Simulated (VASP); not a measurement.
# LiH (vib) (Fm-3m) in VASP: vibrations by perturbation theory with LDA

Aim: the vibrations by perturbation theory of LiH (vib) with LDA.

All numbers are computed with VASP 6.6.1; they aren't measurements. Logs are shortened: lines on timing, memory, paths and dates and some standing lists are left out, and cuts for length are marked.

## Step 1: The cell of the first run

Symmetry: Fm-3m, No. 225, cubic system. The conventional cell has a = 3.909 Å, b = 3.909 Å, c = 3.909 Å, α = 90.00°, β = 90.00°, γ = 90.00°. Within 2.6 Å of Li (site symmetry m-3m) lie 6 H at 1.95 Å. Within 2.6 Å of H (site symmetry m-3m) lie 6 Li at 1.95 Å.

## Step 2: Vibrations by perturbation theory, LDA

Contents of INCAR:

```
SYSTEM = LiH
ALGO     = Normal         ! electronic algorithm
EDIFF    = 1E-8           ! SCF threshold, eV
ENCUT    = 750            ! plane-wave cutoff, eV
GGA_COMPAT= .False.      
IBRION   = 8              ! ionic algorithm
ISIF     = 2              ! what is computed and relaxed
ISMEAR   = 0              ! smearing method
LASPH    = .True.         ! aspherical terms in the spheres
LCHARG   = .False.        ! write CHGCAR
LEPSILON = .True.         ! dielectric tensor by DFPT
LREAL    = .False.        ! projectors in reciprocal space
LWAVE    = .False.        ! write WAVECAR
NELM     = 120            ! most SCF steps
NSW      = 1              ! ionic steps
PREC     = Accurate       ! precision mode
SIGMA    = 0.01           ! smearing width, eV
```

Contents of KPOINTS:

```
k-points
0
Gamma
  8 8 8
  0 0 0
```

Contents of POSCAR:

```
LiH
1.0
    0.0000000000      1.9543637782      1.9543637782
    1.9543637782      0.0000000000      1.9543637782
    1.9543637782      1.9543637782      0.0000000000
Li H
1 1
Direct
    0.0000000000      0.0000000000      0.0000000000
    0.5000000000      0.5000000000      0.5000000000
```

Potentials or basis: VASP PAW LDA potentials, release 64 (Li_sv, H).

Started as:

```console
$ cat potpaw_LDA.64/Li_sv/POTCAR potpaw_LDA.64/H/POTCAR > POTCAR
$ mpirun -np 1 vasp_std > vasp.out
```

OUTCAR:

```text
SYSTEM = LiH
   EDIFF = 1E-8
   ENCUT = 750
   IBRION = 8
   ISIF = 2
   ISMEAR = 0
   LASPH = .True.
   LEPSILON = .True.
   LREAL = .False.
   NELM = 120
   NSW = 1
   PREC = Accurate

 ion  position               nearest neighbor table
   1  0.000  0.000  0.000-
   2  0.500  0.500  0.500-

  LATTYP: Found a face centered cubic cell.
 ALAT       =     3.9087275564

  Lattice vectors:

 A1 = (   0.0000000000,   1.9543637782,   1.9543637782)
 A2 = (   1.9543637782,   0.0000000000,   1.9543637782)
 A3 = (   1.9543637782,   1.9543637782,   0.0000000000)

Analysis of symmetry for initial positions (statically):
=====================================================================
 Subroutine PRICEL returns:
 Original cell was already a primitive cell.

 Routine SETGRP: Setting up the symmetry group for a
 face centered cubic supercell.

 Subroutine GETGRP returns: Found 48 space group operations
 (whereof 48 operations were pure point group operations)
 out of a pool of 48 trial point group operations.

The static configuration has the point symmetry O_h .

Analysis of symmetry for dynamics (positions and initial velocities):
=====================================================================
 Subroutine PRICEL returns:
 Original cell was already a primitive cell.

 Routine SETGRP: Setting up the symmetry group for a
 face centered cubic supercell.

 Subroutine GETGRP returns: Found 48 space group operations
 (whereof 48 operations were pure point group operations)
 out of a pool of 48 trial point group operations.

The dynamic configuration has the point symmetry O_h .
[... 449 lines left out ...]

 INTERNAL STRAIN TENSOR  FOR ION    2  DIRECTION 1   (eV/Angst):
 -----------------------------------------------------------------------------
     0.00145  0.00000 -0.00000
    -0.00000 -0.00384  0.00000
     0.00000  0.00000 -0.00384

 MACROSCOPIC STATIC DIELECTRIC TENSOR (including local field effects in DFT)
 ------------------------------------------------------
           5.213245    -0.000000     0.000000
          -0.000000     5.213245     0.000000
           0.000000    -0.000000     5.213245
 ------------------------------------------------------

 PIEZOELECTRIC TENSOR (including local field effects)  for field in x, y, z        (e  Angst)
          XX          YY          ZZ          XY          YZ          ZX
  --------------------------------------------------------------------------------
  x     0.00000     0.00000     0.00000     0.00000     0.00000     0.00000
  y     0.00000     0.00000     0.00000     0.00000     0.00000     0.00000
  z     0.00000     0.00000     0.00000     0.00000     0.00000     0.00000

 PIEZOELECTRIC TENSOR (including local field effects)  for field in x, y, z        (C/m^2)
          XX          YY          ZZ          XY          YZ          ZX
  --------------------------------------------------------------------------------
  x     0.00000     0.00000     0.00000     0.00000     0.00000     0.00000
  y     0.00000     0.00000     0.00000     0.00000     0.00000     0.00000
  z     0.00000     0.00000     0.00000     0.00000     0.00000     0.00000

 BORN EFFECTIVE CHARGES (including local field effects) (in |e|, cummulative output)
 ---------------------------------------------------------------------------------
 ion    1
    1     1.04048     0.00000     0.00000
    2     0.00000     1.04048    -0.00000
    3     0.00000     0.00000     1.04048
 ion    2
    1    -1.04048    -0.00000    -0.00000
    2     0.00000    -1.04048     0.00000
    3    -0.00000    -0.00000    -1.04048

 INTERNAL STRAIN TENSOR FOR ION    2 for displacements in x,y,z  (eV/Angst):
          X           Y           Z          XY          YZ          ZX
  --------------------------------------------------------------------------------
  x     0.00000     0.00000     0.00000     0.00000     0.00000     0.00000
  y     0.00000     0.00000     0.00000     0.00000     0.00000     0.00000
  z     0.00000     0.00000     0.00000     0.00000     0.00000     0.00000

 SECOND DERIVATIVES (NOT SYMMETRIZED)
 ------------------------------------
               1X          1Y          1Z          2X          2Y          2Z
  1X    -1.352146    0.000000    0.000000    1.352146    0.000000    0.000000
  1Y     0.000000   -1.352146    0.000000    0.000000    1.352146    0.000000
  1Z     0.000000    0.000000   -1.352146    0.000000    0.000000    1.352146
  2X     1.353463    0.000000    0.000000   -1.353463    0.000000    0.000000
  2Y     0.000000    1.353463    0.000000    0.000000   -1.353463    0.000000
  2Z     0.000000    0.000000    1.353463    0.000000    0.000000   -1.353463

 Eigenvectors and eigenvalues of the dynamical matrix
 ----------------------------------------------------

   1 f  =   19.440384 THz   122.147534 2PiTHz  648.461401 cm-1    80.398931 meV
             X         Y         Z           dx          dy          dz
      0.000000  0.000000  0.000000     0.000000    0.353182    0.000000
      1.954364  1.954364  1.954364     0.000000   -0.935555    0.000000
[... 21 lines left out ...]
   6 f/i=    0.003126 THz     0.019643 2PiTHz    0.104281 cm-1     0.012929 meV
             X         Y         Z           dx          dy          dz
      0.000000  0.000000  0.000000     0.000000    0.000000    0.935555
      1.954364  1.954364  1.954364     0.000000    0.000000    0.353182

--------------------------------------------------------------------------------------------------------

 MACROSCOPIC STATIC DIELECTRIC TENSOR IONIC CONTRIBUTION
 ------------------------------------------------------
           9.699627     0.000000     0.000000
           0.000000     9.699627    -0.000000
           0.000000    -0.000000     9.699627
 ------------------------------------------------------

 ELASTIC MODULI CONTR FROM IONIC RELAXATION (kBar)
 Direction    XX          YY          ZZ          XY          YZ          ZX
 --------------------------------------------------------------------------------
 XX           0.0000      0.0000      0.0000      0.0000      0.0000      0.0000
 YY           0.0000      0.0000      0.0000      0.0000      0.0000      0.0000
 ZZ           0.0000      0.0000      0.0000      0.0000      0.0000      0.0000
 XY           0.0000      0.0000      0.0000      0.0000      0.0000      0.0000
 YZ           0.0000      0.0000      0.0000      0.0000      0.0000      0.0000
 ZX           0.0000      0.0000      0.0000      0.0000      0.0000      0.0000
 --------------------------------------------------------------------------------

 PIEZOELECTRIC TENSOR IONIC CONTR  for field in x, y, z        (C/m^2)
          XX          YY          ZZ          XY          YZ          ZX
  --------------------------------------------------------------------------------
  x     0.00000     0.00000     0.00000     0.00000     0.00000     0.00000
  y     0.00000     0.00000     0.00000     0.00000     0.00000     0.00000
  z     0.00000     0.00000     0.00000     0.00000     0.00000     0.00000
```

stdout:

```text
POSCAR found type information on POSCAR LiH
 POSCAR found :  2 types and       2 ions
 scaLAPACK will be used
 LDA part: xc-table for (Slater(with rela. corr.)+CA(PZ))
 , standard interpolation
 POSCAR, INCAR and KPOINTS ok, starting setup
 FFT: planning ... GRIDC
 FFT: planning ... GRID_SOFT
 FFT: planning ... GRID
[... 24 lines left out ...]
 Linear response to external field, progress :
  Direction:   3
 dielectric tensor                  component  3 :    -0.023    -0.200     5.213
 Linear response DOF=           2
 Linear response progress:
 first order change of Fermi-energy  -0.13958E-03
 force on displaced ion       1 direction 1 :  -1.352   0.000   0.000
 Born effective charge ion    1 direction 1 :   1.036   0.000   0.000
 Linear response progress:
 first order change of Fermi-energy   0.26804E-03
 force on displaced ion       2 direction 1 :  -1.353   0.000   0.000
 Born effective charge ion    2 direction 1 :  -1.045   0.000   0.000
 Born effective charges drift removed
 Linear response finished
```

Wall time 50 s (1 thread of Intel Xeon 6975P-C (Granite Rapids), shared host); peak memory 0.16 GiB.

Results:

```yaml
Electronic_dielectric_tensor_diagonal: 5.21
Born_charges_mean_of_the_diagonal: Li +1.04; H -1.04 e
Highest_phonon_frequency_at_Γ_LO-TO_splitting_left_out: 648 cm⁻¹
```

Phonon frequencies in cm⁻¹ (negative: imaginary):
```
              q point        frequencies
(0.000, 0.000, 0.000)  0 0 0 648 648 648
```

Electronic dielectric tensor:
```
5.21 0.00 0.00
0.00 5.21 0.00
0.00 0.00 5.21
```

Born effective charge tensors (e):
atom 1, Li
```
1.04 0.00 0.00
0.00 1.04 0.00
0.00 0.00 1.04
```
atom 2, H
```
-1.04  0.00  0.00
 0.00 -1.04  0.00
 0.00  0.00 -1.04
```
